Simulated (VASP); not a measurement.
# Si (Pm-3m) in VASP: further runs

Si is run at these levels: r2SCAN; tasks: single point.

Everything below comes from runs of VASP 6.6.1. Logs are shortened: lines on timing, memory, paths and dates and some standing lists are left out, and cuts for length are marked.

**1. The cell of the first run**

The structure is cubic, space group Pm-3m (No. 221). Conventional cell: a = 2.417 Å, b = 2.417 Å, c = 2.417 Å, α = 90.00°, β = 90.00°, γ = 90.00°. Si (site symmetry m-3m) has 6 Si at 2.42 Å within 3.2 Å.

**2. Single point, r2SCAN (volume scaled by 0.88)**

The input, POSCAR:

```
Si
1.0
    2.4174176434      0.0000000000      0.0000000000
    0.0000000000      2.4174176434      0.0000000000
    0.0000000000      0.0000000000      2.4174176434
Si
1
Direct
    0.0000000000      0.0000000000      0.0000000000
```

The input, INCAR.step1:

```
SYSTEM = Si
PREC = Accurate
ENCUT = 520
ISMEAR = -1
SIGMA = 0.1
LREAL = .FALSE.
LASPH = .TRUE.
NELM = 60
NBANDS = 8
GGA = PE
ALGO = Normal
EDIFF = 1E-4
LWAVE = .TRUE.
LCHARG = .FALSE.
```

The input, INCAR.step2:

```
SYSTEM = Si
PREC = Accurate
ENCUT = 520
EDIFF = 1E-6
ISMEAR = -1
SIGMA = 0.1
LREAL = .FALSE.
LASPH = .TRUE.
NELM = 60
ALGO = Normal
ISIF = 2
LWAVE = .FALSE.
LCHARG = .FALSE.
METAGGA = R2SCAN
LMIXTAU = .TRUE.
NBANDS = 8
ISTART = 1
```

The input, KPOINTS:

```
regular mesh
0
G
  14 14 14
  0 0 0
```

Potentials or basis: VASP PAW PBE potentials, release 64 (Si).

Launch:

```bash
$ cat potpaw_PBE.64/Si/POTCAR > POTCAR
$ cp INCAR.step1 INCAR
$ mpirun -np 1 vasp_std > vasp.out
$ cp INCAR.step2 INCAR
$ mpirun -np 1 vasp_std > vasp.out
```

OUTCAR:

```text
SYSTEM = Si
   PREC = Accurate
   ENCUT = 520
   EDIFF = 1E-6
   ISMEAR = -1
   LREAL = .FALSE.
   LASPH = .TRUE.
   NELM = 60
   ISIF = 2
   METAGGA = R2SCAN
   ISTART = 1

 ion  position               nearest neighbor table
   1  0.000  0.000  0.000-

  LATTYP: Found a simple cubic cell.
 ALAT       =     2.4174176434

  Lattice vectors:

 A1 = (   2.4174176434,   0.0000000000,   0.0000000000)
 A2 = (   0.0000000000,   2.4174176434,   0.0000000000)
 A3 = (   0.0000000000,   0.0000000000,   2.4174176434)

Analysis of symmetry for initial positions (statically):
=====================================================================
 Subroutine PRICEL returns:
 Original cell was already a primitive cell.

 Routine SETGRP: Setting up the symmetry group for a
 simple cubic supercell.

 Subroutine GETGRP returns: Found 48 space group operations
 (whereof 48 operations were pure point group operations)
 out of a pool of 48 trial point group operations.

The static configuration has the point symmetry O_h .

Analysis of symmetry for dynamics (positions and initial velocities):
=====================================================================
 Subroutine PRICEL returns:
 Original cell was already a primitive cell.

 Routine SETGRP: Setting up the symmetry group for a
 simple cubic supercell.

 Subroutine GETGRP returns: Found 48 space group operations
 (whereof 48 operations were pure point group operations)
 out of a pool of 48 trial point group operations.

The dynamic configuration has the point symmetry O_h .

 Subroutine INISYM returns: Found 48 space group operations
 (whereof 48 operations are pure point group operations),
 and found     1 'primitive' translations

----------------------------------------------------------------------------------------

                                     Primitive cell

  volume of cell :      14.1272

  direct lattice vectors                    reciprocal lattice vectors
     2.417417643  0.000000000  0.000000000     0.413664558  0.000000000  0.000000000
     0.000000000  2.417417643  0.000000000     0.000000000  0.413664558  0.000000000
     0.000000000  0.000000000  2.417417643     0.000000000  0.000000000  0.413664558

  length of vectors
     2.417417643  2.417417643  2.417417643     0.413664558  0.413664558  0.413664558

  position of ions in fractional coordinates (direct lattice)
     0.000000000  0.000000000  0.000000000

  ion indices of the primitive-cell ions
   primitive index   ion index
                 1           1

----------------------------------------------------------------------------------------

 KPOINTS: regular mesh

Automatic generation of k-mesh.
 Grid dimensions read from file:
 generate k-points for:   14   14   14

 Generating k-lattice:

  Cartesian coordinates                     Fractional coordinates (reciprocal lattice)
     0.029547468  0.000000000  0.000000000     0.071428571  0.000000000  0.000000000
     0.000000000  0.029547468  0.000000000     0.000000000  0.071428571  0.000000000
     0.000000000  0.000000000  0.029547468     0.000000000  0.000000000  0.071428571

  Length of vectors
     0.029547468  0.029547468  0.029547468

  Shift w.r.t. Gamma in fractional coordinates (k-lattice)
     0.000000000  0.000000000  0.000000000

 Subroutine IBZKPT returns following result:
 ===========================================

 Found    120 irreducible k-points:

 Following reciprocal coordinates:
            Coordinates               Weight
  0.000000  0.000000  0.000000      1.000000
  0.071429  0.000000  0.000000      6.000000
  0.142857  0.000000  0.000000      6.000000
  0.214286  0.000000  0.000000      6.000000
  0.285714  0.000000  0.000000      6.000000
  0.357143  0.000000  0.000000      6.000000
[... 16 lines left out ...]
  0.285714  0.214286  0.000000     24.000000
  0.357143  0.214286  0.000000     24.000000
 [... further k-points ...]
   k-points           NKPTS =    120   k-points in BZ     NKDIM =    120   number of bands    NBANDS=      8
   number of dos      NEDOS =    301   number of ions     NIONS =      1
   total plane-waves  NPLWV =   5832
   dimension x,y,z NGX =    18 NGY =   18 NGZ =   18
   dimension x,y,z NGXF=    36 NGYF=   36 NGZF=   36
   ions per type =               1
   NGX,Y,Z   is equivalent  to a cutoff of  12.38, 12.38, 12.38 a.u.
   NGXF,Y,Z  is equivalent  to a cutoff of  24.76, 24.76, 24.76 a.u.
 SYSTEM =  Si
   PREC   = accura    normal or accurate (medium, high low for compatibility)
   ISTART =      1    job   : 0-new  1-cont  2-samecut
   ICHARG =      0    charge: 1-file 2-atom 10-const
   ISPIN  =      1    spin polarized calculation?
   LNONCOLLINEAR =      F non collinear calculations
   LSORBIT =      F    spin-orbit coupling
   LASPH  =      T    aspherical Exc in radial PAW
   ENCUT  =  520.0 eV  38.22 Ry    6.18 a.u.   4.49  4.49  4.49*2*pi/ulx,y,z
   NELM   =     60;   NELMIN=  2; NELMDL=  0     # of ELM steps
   EDIFF  = 0.1E-05   stopping-criterion for ELM
   LREAL  =      F    real-space projection
[... 7 lines left out ...]
   TEBEG  =    0.0;   TEEND  =   0.0 temperature during run
   PSTRESS=    0.0 pullay stress
   NELECT =       4.0000    total number of electrons
   NUPDOWN=      -1.0000    fix difference up-down
   EMIN   =  10.00;   EMAX   =-10.00  energy-range for DOS
   EFERMI =   0.00;   METHOD = LEGACY
   ISMEAR =    -1;   SIGMA  =   0.10  broadening in eV -4-tet -1-fermi 0-gaus
   EFERMI_NEDOS =   21; number of points for ismear=-14 and -15
   IALGO  =     38    algorithm
   IMIX   =      4    mixing-type and parameters
     AMIX     =   0.40;   BMIX     =  1.00
     AMIX_MAG =   1.60;   BMIX_MAG =  1.00
  volume/ion in A,a.u.               =      14.13        95.33
  Fermi-wavevector in a.u.,A,eV,Ry     =   1.075003  2.031462 15.723330  1.155632
  Thomas-Fermi vector in A             =   2.210848
   LORBIT       =      0    0 simple, 1 ext, 2 COOP (PROOUT), +10 PAW based schemes
   METAGGA = R2SCAN    functional components
   LHFCALC =     F    Hartree Fock is set to
   AEXX    =    0.0000 exact exchange contribution
   IVDW    =     0    specifies the selected vdW correction
   LEPSILON=     F    determine dielectric tensor
   LRPA    =     F    only Hartree local field effects (RPA)
 non-spin polarized calculation
  energy-cutoff  :      520.00
  volume of cell :       14.13
 maximum number of plane-waves:       392
 NGX is ok and might be reduce to    18
   NGX =  9   NGY =  9   NGZ =  9

 number of electron       4.0000001 magnetization

 Free energy of the ion-electron system (eV)
  ---------------------------------------------------
  ext. energy  EPLUGINS =         0.00000000
  ---------------------------------------------------
  free energy    TOTEN  =        -8.20194026 eV

  energy without entropy =       -8.18926628  energy(sigma->0) =       -8.19560327

 E-fermi :  10.1967     XC(G=0): -11.7781

 val. band max:       10.1467390427   @ k =   0.5000   0.4286   0.2857
 cond. band min:      10.2439123901   @ k =   0.3571   0.3571   0.3571
 fundamental gap:      0.0971733474
 Fermi energy:        10.1966612938

 k-point     1 :       0.0000    0.0000    0.0000
  band No.  band energies     occupation
      1      -5.1670      2.00000
      2      17.8849      0.00000
      3      17.8849      0.00000
      4      19.2224      0.00000
      5      19.2224      0.00000
      6      19.2224      0.00000
      7      29.2293      0.00000
      8      38.3636      0.00000

 k-point     2 :       0.0714    0.0000    0.0000
  band No.  band energies     occupation
      1      -5.0349      2.00000
      2      15.6789      0.00000
      3      17.9928      0.00000
      4      19.3325      0.00000
      5      19.3325      0.00000
      6      21.2609      0.00000
      7      29.6735      0.00000
      8      37.4065      0.00000

 k-point     3 :       0.1429    0.0000    0.0000
  band No.  band energies     occupation
      1      -4.6394      2.00000
      2      12.9300      0.00000
      3      18.3102      0.00000
      4      19.6621      0.00000
      5      19.6621      0.00000
      6      23.4568      0.00000
      7      31.0217      0.00000
      8      35.3528      0.00000

 k-point     4 :       0.2143    0.0000    0.0000
  band No.  band energies     occupation
      1      -3.9836      2.00000
      2      10.2601      0.69284
      3      18.8164      0.00000
      4      20.2082      0.00000
      5      20.2082      0.00000
      6      25.2144      0.00000
      7      33.0575      0.00000
      8      33.0898      0.00000

 k-point     5 :       0.2857    0.0000    0.0000
  band No.  band energies     occupation
      1      -3.0738      2.00000
      2       7.7464      2.00000
      3      19.4665      0.00000
      4      20.9630      0.00000
      5      20.9630      0.00000
      6      26.6923      0.00000
      7      30.8334      0.00000
      8      30.8334      0.00000
[... 177 lines left out ...]
 k-point    22 :       0.2143    0.2143    0.0000
  band No.  band energies     occupation
      1      -2.8063      2.00000
      2      10.4237      0.18729
      3      12.5184      0.00000
      4      21.1828      0.00000
      5      22.7652      0.00000
      6      26.9061      0.00000
      7      30.6812      0.00000
      8      33.2579      0.00000

 k-point    23 :       0.2857    0.2143    0.0000
  band No.  band energies     occupation
      1      -1.9012      2.00000
      2       8.6397      2.00000
      3      12.6133      0.00000
      4      21.9277      0.00000
      5      22.2974      0.00000
      6      25.8911      0.00000
      7      31.5639      0.00000
      8      32.4425      0.00000

 k-point    24 :       0.3571    0.2143    0.0000
  band No.  band energies     occupation
      1      -0.7568      2.00000
      2       6.4684      2.00000
      3      13.4685      0.00000
      4      20.7938      0.00000
      5      22.8530      0.00000
      6      26.2589      0.00000
      7      29.6457      0.00000
      8      32.7779      0.00000

 [... further k-points ...]
[... 5 lines left out ...]
  --------------------------------------------------------------------------------------
  -------------------------------------------------------------------------------------
  Total        1.6240172      1.6240172      1.6240172     -0.0000000      0.0000000      0.0000000
  in kB      184.1815554    184.1815554    184.1815554     -0.0000000      0.0000000      0.0000000
  external PRESSURE =     184.1815554 kB  Pullay stress =       0.0000000 kB

 VOLUME and BASIS-vectors are now :
 -----------------------------------------------------------------------------
  energy-cutoff  :      520.00
  volume of cell :       14.13
      direct lattice vectors                 reciprocal lattice vectors
     2.417417643  0.000000000  0.000000000     0.413664558  0.000000000  0.000000000
     0.000000000  2.417417643  0.000000000     0.000000000  0.413664558  0.000000000
     0.000000000  0.000000000  2.417417643     0.000000000  0.000000000  0.413664558

 POSITION                                       TOTAL-FORCE (eV/Angst)
 -----------------------------------------------------------------------------------
      0.00000      0.00000      0.00000         0.000000      0.000000      0.000000
 -----------------------------------------------------------------------------------
    total drift:                                0.000000      0.000000      0.000000

  FREE ENERGIE OF THE ION-ELECTRON SYSTEM (eV)
  ---------------------------------------------------
  free  energy   TOTEN  =        -8.2019402570 eV

  energy  without entropy=       -8.1892662752  energy(sigma->0) =       -8.19560327
```

It took 45 s on 1 thread of Intel Xeon 8259CL, shared host; peak memory 0.12 GiB.

What came out:

* Free energy: -8.2019 eV
* Pressure: 18.4 GPa
* Band gap on the k mesh: zero (band 2 reaches 17.88 eV, above the bottom of band 3 at 6.86 eV)

Caveat: the PAW data sets were made with another functional, which shifts forces and pressure a little.

**3. Single point, r2SCAN (volume scaled by 0.92)**

The input, POSCAR:

```
Si
1.0
    2.4535038239      0.0000000000      0.0000000000
    0.0000000000      2.4535038239      0.0000000000
    0.0000000000      0.0000000000      2.4535038239
Si
1
Direct
    0.0000000000      0.0000000000      0.0000000000
```

The input, INCAR.step1:

```
ALGO = Normal
EDIFF = 1E-4
ENCUT = 520
GGA = PE
ISMEAR = -1
LASPH = True
LCHARG = False
LREAL = False
LWAVE = True
NBANDS = 8
NELM = 80
PREC = Accurate
SIGMA = 0.1
```

The input, INCAR.step2:

```
ALGO = Normal
EDIFF = 1E-6
ENCUT = 520
ISIF = 2
ISMEAR = -1
ISTART = 1
LASPH = True
LCHARG = False
LMIXTAU = True
LREAL = False
LWAVE = False
METAGGA = R2SCAN
NBANDS = 8
NELM = 80
PREC = Accurate
SIGMA = 0.1
```

The input, KPOINTS:

```
k-points
0
Gamma
  14 14 14
```

Potentials or basis: VASP PAW PBE potentials, release 64 (Si).

Launch:

```bash
$ cat potpaw_PBE.64/Si/POTCAR > POTCAR
$ cp INCAR.step1 INCAR
$ mpirun -np 1 vasp_std > vasp.out
$ cp INCAR.step2 INCAR
$ mpirun -np 1 vasp_std > vasp.out
```

Wall time 46 s (1 thread of Intel Xeon 8259CL, shared host); peak memory 0.12 GiB.

It converged, with:

- Free energy: -8.2608 eV
- Pressure: 11.1 GPa
- Band gap on the k mesh: zero (band 2 reaches 17.28 eV, above the bottom of band 3 at 6.14 eV)

Levels at points of the mesh, in eV from the Fermi level:
| k point | band 1 | band 2 | band 3 | band 4 | band 5 | band 6 | band 7 |
| --- | --- | --- | --- | --- | --- | --- | --- |
| (0.00, 0.00, 0.00) | -14.91 | 7.71 | 7.71 | 8.71 | 8.71 | 8.71 | 18.40 |
| (0.50, 0.00, 0.00) | -9.55 | -7.69 | 10.71 | 12.81 | 12.81 | 15.83 | 15.83 |
| (0.50, 0.50, 0.00) | -3.53 | -3.53 | -3.43 | 1.17 | 16.90 | 18.80 | 18.80 |
| (0.50, 0.50, 0.50) | 0.51 | 0.51 | 0.51 | 5.08 | 5.08 | 5.08 | 5.45 |

Caveat: the PAW data sets were made with another functional, which shifts forces and pressure a little.

(Continued in part 2 of 2.)
